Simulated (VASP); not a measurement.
# HgTe (P6_3/mmc) in VASP: settings compared

HgTe is run at these levels: r2SCAN, PBE; tasks: single point.

Program: VASP 6.6.1. These are calculated values, not measurements. Logs are shortened: lines on timing, memory, paths and dates and some standing lists are left out, and cuts for length are marked.

### Step 1. The cell of the first run

It takes space group P6_3/mmc (No. 194, hexagonal). Conventional cell: a = 4.914 Å, b = 4.914 Å, c = 7.337 Å, α = 90.00°, β = 90.00°, γ = 120.00°. Hg (site symmetry -6m2) has 5 Te at 2.84 to 3.67 Å within 3.7 Å. Within 3.7 Å of Te (site symmetry -6m2) lie 5 Hg at 2.84 to 3.67 Å.

### Step 2. Single point, r2SCAN (volume changed by +6%)

File POSCAR:

```
HgTe
1.0
    4.9140374144      0.0000000000      0.0000000000
   -2.4570187072      4.2556812360      0.0000000000
    0.0000000000      0.0000000000      7.3373438441
Hg Te
2 2
Direct
    0.3333333333      0.6666666667      0.2500000000
    0.6666666667      0.3333333333      0.7500000000
    0.6666666667      0.3333333333      0.2500000000
    0.3333333333      0.6666666667      0.7500000000
```

File INCAR.step1:

```
SYSTEM = HgTe
PREC = Accurate
ENCUT = 520
ISMEAR = -1
SIGMA = 0.02
LREAL = .False.
LASPH = .True.
NELM = 60
NBANDS = 26
GGA = PE
ALGO = Normal
EDIFF = 1E-4
LWAVE = .True.
LCHARG = .False.
```

File INCAR.step2:

```
SYSTEM = HgTe
PREC = Accurate
ENCUT = 520
EDIFF = 1E-7
ISMEAR = -1
SIGMA = 0.02
LREAL = .False.
LASPH = .True.
NELM = 60
ALGO = Normal
ISIF = 2
LWAVE = .False.
LCHARG = .False.
METAGGA = R2SCAN
LMIXTAU = .True.
NBANDS = 26
ISTART = 1
```

File KPOINTS:

```
Automatic mesh
0
Gamma
  6 6 4
  0 0 0
```

Potentials or basis: VASP PAW PBE potentials, release 64 (Hg, Te).

Launch:

```
$ cat potpaw_PBE.64/Hg/POTCAR potpaw_PBE.64/Te/POTCAR > POTCAR
$ cp INCAR.step1 INCAR
$ mpirun -np 1 vasp_std > vasp.out
$ cp INCAR.step2 INCAR
$ mpirun -np 1 vasp_std > vasp.out
```

OUTCAR:

```text
SYSTEM = HgTe
   PREC = Accurate
   ENCUT = 520
   EDIFF = 1E-7
   ISMEAR = -1
   LREAL = .False.
   LASPH = .True.
   NELM = 60
   ISIF = 2
   METAGGA = R2SCAN
   ISTART = 1

 ion  position               nearest neighbor table
   1  0.333  0.667  0.250-   3 2.84   3 2.84   3 2.84   4 3.67   4 3.67
   2  0.667  0.333  0.750-   4 2.84   4 2.84   4 2.84   3 3.67   3 3.67
   3  0.667  0.333  0.250-   1 2.84   1 2.84   1 2.84   2 3.67   2 3.67
   4  0.333  0.667  0.750-   2 2.84   2 2.84   2 2.84   1 3.67   1 3.67

  LATTYP: Found a hexagonal cell.
 ALAT       =     4.9140374144
 C/A-ratio  =     1.4931395969

  Lattice vectors:

 A1 = (   4.9140374144,   0.0000000000,   0.0000000000)
 A2 = (  -2.4570187072,   4.2556812360,   0.0000000000)
 A3 = (   0.0000000000,   0.0000000000,   7.3373438441)

Analysis of symmetry for initial positions (statically):
=====================================================================
 Subroutine PRICEL returns:
 Original cell was already a primitive cell.

 Routine SETGRP: Setting up the symmetry group for a
 hexagonal supercell.

 Subroutine GETGRP returns: Found 24 space group operations
 (whereof 12 operations were pure point group operations)
 out of a pool of 24 trial point group operations.

The static configuration has the point symmetry D_3d.
 The point group associated with its full space group is D_6h.

Analysis of symmetry for dynamics (positions and initial velocities):
=====================================================================
 Subroutine PRICEL returns:
 Original cell was already a primitive cell.

 Routine SETGRP: Setting up the symmetry group for a
 hexagonal supercell.

 Subroutine GETGRP returns: Found 24 space group operations
 (whereof 12 operations were pure point group operations)
 out of a pool of 24 trial point group operations.

The dynamic configuration has the point symmetry D_3d.
 The point group associated with its full space group is D_6h.

 Subroutine INISYM returns: Found 24 space group operations
 (whereof 12 operations are pure point group operations),
 and found     1 'primitive' translations

----------------------------------------------------------------------------------------

                                     Primitive cell

  volume of cell :     153.4428

  direct lattice vectors                    reciprocal lattice vectors
     4.914037414  0.000000000  0.000000000     0.203498654  0.117490003  0.000000000
    -2.457018707  4.255681236  0.000000000     0.000000000  0.234980005  0.000000000
     0.000000000  0.000000000  7.337343844     0.000000000  0.000000000  0.136289102

  length of vectors
     4.914037414  4.914037414  7.337343844     0.234980005  0.234980005  0.136289102

  position of ions in fractional coordinates (direct lattice)
     0.333333333  0.666666667  0.250000000
     0.666666667  0.333333333  0.750000000
     0.666666667  0.333333333  0.250000000
     0.333333333  0.666666667  0.750000000

  ion indices of the primitive-cell ions
   primitive index   ion index
                 1           1
                 2           2
                 3           3
                 4           4

----------------------------------------------------------------------------------------

 KPOINTS: Automatic mesh

Automatic generation of k-mesh.
 Grid dimensions read from file:
 generate k-points for:    6    6    4

 Generating k-lattice:

  Cartesian coordinates                     Fractional coordinates (reciprocal lattice)
     0.033916442  0.019581667  0.000000000     0.166666667  0.000000000  0.000000000
     0.000000000  0.039163334  0.000000000     0.000000000  0.166666667  0.000000000
     0.000000000  0.000000000  0.034072275     0.000000000  0.000000000  0.250000000

  Length of vectors
     0.039163334  0.039163334  0.034072275

  Shift w.r.t. Gamma in fractional coordinates (k-lattice)
     0.000000000  0.000000000  0.000000000

 Subroutine IBZKPT returns following result:
 ===========================================

 Found     21 irreducible k-points:

 Following reciprocal coordinates:
            Coordinates               Weight
  0.000000  0.000000  0.000000      1.000000
  0.166667 -0.000000  0.000000      6.000000
  0.333333 -0.000000  0.000000      6.000000
  0.500000 -0.000000  0.000000      3.000000
  0.166667  0.166667  0.000000      6.000000
  0.333333  0.166667  0.000000     12.000000
[... 13 lines left out ...]
  0.333333  0.166667  0.500000     12.000000
  0.333333  0.333333  0.500000      2.000000
   k-points           NKPTS =     21   k-points in BZ     NKDIM =     21   number of bands    NBANDS=     26
   number of dos      NEDOS =    301   number of ions     NIONS =      4
   total plane-waves  NPLWV =  89600
   dimension x,y,z NGX =    40 NGY =   40 NGZ =   56
   dimension x,y,z NGXF=    80 NGYF=   80 NGZF=  112
   ions per type =               2   2
   NGX,Y,Z   is equivalent  to a cutoff of  13.53, 13.53, 12.69 a.u.
   NGXF,Y,Z  is equivalent  to a cutoff of  27.06, 27.06, 25.38 a.u.
 SYSTEM =  HgTe
   PREC   = accura    normal or accurate (medium, high low for compatibility)
   ISTART =      1    job   : 0-new  1-cont  2-samecut
   ICHARG =      0    charge: 1-file 2-atom 10-const
   ISPIN  =      1    spin polarized calculation?
   LNONCOLLINEAR =      F non collinear calculations
   LSORBIT =      F    spin-orbit coupling
   LASPH  =      T    aspherical Exc in radial PAW
   ENCUT  =  520.0 eV  38.22 Ry    6.18 a.u.   9.14  9.14 13.64*2*pi/ulx,y,z
   NELM   =     60;   NELMIN=  2; NELMDL=  0     # of ELM steps
   EDIFF  = 0.1E-06   stopping-criterion for ELM
   LREAL  =      F    real-space projection
   EDIFFG = 0.1E-05   stopping-criterion for IOM
   NSW    =      0    number of steps for IOM
   IBRION =     -1    ionic relax: 0-MD 1-quasi-New 2-CG
   NFREE  =      0    steps in history (QN), initial steepest desc. (CG)
   ISIF   =      2    stress and relaxation
   ISYM   =      2    0-nonsym 1-usesym 2-fastsym
   POTIM  = 0.5000    time-step for ionic-motion
   TEBEG  =    0.0;   TEEND  =   0.0 temperature during run
   PSTRESS=    0.0 pullay stress
   NELECT =      36.0000    total number of electrons
   NUPDOWN=      -1.0000    fix difference up-down
   EMIN   =  10.00;   EMAX   =-10.00  energy-range for DOS
   EFERMI =   0.00;   METHOD = LEGACY
   ISMEAR =    -1;   SIGMA  =   0.02  broadening in eV -4-tet -1-fermi 0-gaus
   EFERMI_NEDOS =   21; number of points for ismear=-14 and -15
   IALGO  =     38    algorithm
   IMIX   =      4    mixing-type and parameters
     AMIX     =   0.40;   BMIX     =  1.00
     AMIX_MAG =   1.60;   BMIX_MAG =  1.00
  volume/ion in A,a.u.               =      38.36       258.87
  Fermi-wavevector in a.u.,A,eV,Ry     =   1.009703  1.908061 13.871134  1.019500
  Thomas-Fermi vector in A             =   2.142647
   LORBIT       =      0    0 simple, 1 ext, 2 COOP (PROOUT), +10 PAW based schemes
   METAGGA = R2SCAN    functional components
   LHFCALC =     F    Hartree Fock is set to
   AEXX    =    0.0000 exact exchange contribution
   IVDW    =     0    specifies the selected vdW correction
   LEPSILON=     F    determine dielectric tensor
   LRPA    =     F    only Hartree local field effects (RPA)
 non-spin polarized calculation
  energy-cutoff  :      520.00
  volume of cell :      153.44
 maximum number of plane-waves:      4160
 NGX is ok and might be reduce to    40
   NGX = 19   NGY = 19   NGZ = 27

 number of electron      35.9999999 magnetization

 Free energy of the ion-electron system (eV)
  ---------------------------------------------------
  ext. energy  EPLUGINS =         0.00000000
  ---------------------------------------------------
  free energy    TOTEN  =      -149.69832174 eV

  energy without entropy =     -149.69622642  energy(sigma->0) =     -149.69727408

 E-fermi :   1.4356     XC(G=0):  -8.7003

 val. band max:        1.4342853504   @ k =   0.0000   0.0000   0.5000
 cond. band min:       1.4452269165   @ k =   0.1667  -0.0000   0.0000
 fundamental gap:      0.0109415661
 Fermi energy:         1.4355709749

 k-point     1 :       0.0000    0.0000    0.0000
  band No.  band energies     occupation
      1      -9.9615      2.00000
      2      -9.5525      2.00000
      3      -5.6493      2.00000
      4      -5.6493      2.00000
      5      -5.6407      2.00000
      6      -5.6407      2.00000
[... 18 lines left out ...]
     25       7.9845      0.00000
     26       8.1389      0.00000

 k-point     2 :       0.1667   -0.0000    0.0000
  band No.  band energies     occupation
      1      -9.8542      2.00000
      2      -9.4818      2.00000
      3      -5.6072      2.00000
      4      -5.6047      2.00000
      5      -5.5925      2.00000
      6      -5.5816      2.00000
[... 18 lines left out ...]
     25       7.8466      0.00000
     26       8.4103      0.00000

 k-point     3 :       0.3333   -0.0000    0.0000
  band No.  band energies     occupation
      1      -9.6089      2.00000
      2      -9.3486      2.00000
      3      -5.4712      2.00000
      4      -5.4538      2.00000
      5      -5.4531      2.00000
      6      -5.4464      2.00000
[... 18 lines left out ...]
     25       8.5764      0.00000
     26       8.9806      0.00000

 k-point     4 :       0.5000   -0.0000    0.0000
  band No.  band energies     occupation
      1      -9.4551      2.00000
      2      -9.3009      2.00000
      3      -5.4061      2.00000
      4      -5.3840      2.00000
      5      -5.2849      2.00000
      6      -5.2660      2.00000
[... 18 lines left out ...]
     25       8.8767      0.00000
     26       8.9875      0.00000

 k-point     5 :       0.1667    0.1667    0.0000
  band No.  band energies     occupation
      1      -9.6756      2.00000
      2      -9.3797      2.00000
      3      -5.5418      2.00000
      4      -5.5348      2.00000
      5      -5.4689      2.00000
      6      -5.4614      2.00000
[... 18 lines left out ...]
     25       8.4166      0.00000
     26       8.9756      0.00000

 k-point     6 :       0.3333    0.1667    0.0000
  band No.  band energies     occupation
      1      -9.4560      2.00000
      2      -9.3007      2.00000
      3      -5.4265      2.00000
      4      -5.4105      2.00000
      5      -5.3114      2.00000
      6      -5.3032      2.00000
[... 340 lines left out ...]
 k-point    18 :       0.5000   -0.0000    0.5000
  band No.  band energies     occupation
      1      -9.3635      2.00000
      2      -9.3635      2.00000
      3      -5.3977      2.00000
      4      -5.3977      2.00000
      5      -5.2863      2.00000
      6      -5.2863      2.00000
[... 18 lines left out ...]
     25       9.5806      0.00000
     26       9.5806      0.00000

 k-point    19 :       0.1667    0.1667    0.5000
  band No.  band energies     occupation
      1      -9.5186      2.00000
      2      -9.5186      2.00000
      3      -5.5413      2.00000
      4      -5.5413      2.00000
      5      -5.4688      2.00000
      6      -5.4688      2.00000
[... 18 lines left out ...]
     25       8.4708      0.00000
     26       8.4708      0.00000

 k-point    20 :       0.3333    0.1667    0.5000
  band No.  band energies     occupation
      1      -9.3638      2.00000
      2      -9.3638      2.00000
      3      -5.4207      2.00000
      4      -5.4207      2.00000
      5      -5.3150      2.00000
      6      -5.3150      2.00000
[... 18 lines left out ...]
     25       8.8222      0.00000
     26       8.8222      0.00000

 k-point    21 :       0.3333    0.3333    0.5000
  band No.  band energies     occupation
      1      -9.3101      2.00000
      2      -9.3101      2.00000
      3      -5.3449      2.00000
      4      -5.3449      2.00000
      5      -5.3260      2.00000
      6      -5.3260      2.00000
[... 18 lines left out ...]
     25       7.9900      0.00000
     26       7.9900      0.00000

------------------------ aborting loop because EDIFF is reached ----------------------------------------

  FORCE on cell =-STRESS in cart. coord.  units (eV):
  Direction    XX          YY          ZZ          XY          YZ          ZX
  --------------------------------------------------------------------------------------
  -------------------------------------------------------------------------------------
  Total       -2.2162257     -2.2162257     -0.7316506      0.0000000      0.0000000      0.0000000
  in kB      -23.1407883    -23.1407883     -7.6395521      0.0000000      0.0000000      0.0000000
  external PRESSURE =     -17.9737096 kB  Pullay stress =       0.0000000 kB

 VOLUME and BASIS-vectors are now :
 -----------------------------------------------------------------------------
  energy-cutoff  :      520.00
  volume of cell :      153.44
      direct lattice vectors                 reciprocal lattice vectors
     4.914037414  0.000000000  0.000000000     0.203498654  0.117490003  0.000000000
    -2.457018707  4.255681236  0.000000000     0.000000000  0.234980005  0.000000000
     0.000000000  0.000000000  7.337343844     0.000000000  0.000000000  0.136289102

 POSITION                                       TOTAL-FORCE (eV/Angst)
 -----------------------------------------------------------------------------------
     -0.00000      2.83712      1.83434        -0.000000     -0.000000      0.000000
      2.45702      1.41856      5.50301         0.000000      0.000000      0.000000
      2.45702      1.41856      1.83434        -0.000000      0.000000      0.000000
     -0.00000      2.83712      5.50301        -0.000000      0.000000      0.000000
 -----------------------------------------------------------------------------------
    total drift:                               -0.000000      0.000000     -0.000000

  FREE ENERGIE OF THE ION-ELECTRON SYSTEM (eV)
  ---------------------------------------------------
  free  energy   TOTEN  =      -149.6983217363 eV

  energy  without entropy=     -149.6962264209  energy(sigma->0) =     -149.69727408
```

Run time: 16 min. Hardware: 1 thread of AMD EPYC 7R13, shared host; peak memory 0.33 GiB.

Results:

```yaml
Free_energy: -149.6983 eV
Pressure: -1.8 GPa
Band_gap_on_the_k_mesh: zero (band 18 reaches 1.45 eV, above the bottom of band 19 at 1.27 eV)
```

Stress tensor (GPa, compression positive):
```
-2.31  0.00  0.00
 0.00 -2.31  0.00
 0.00  0.00 -0.76
```

Caveat: the PAW data sets were made with another functional, which shifts forces and pressure a little; spin-orbit coupling is left out, which moves the levels of the heavy elements.

(Continued in part 2 of 3.)
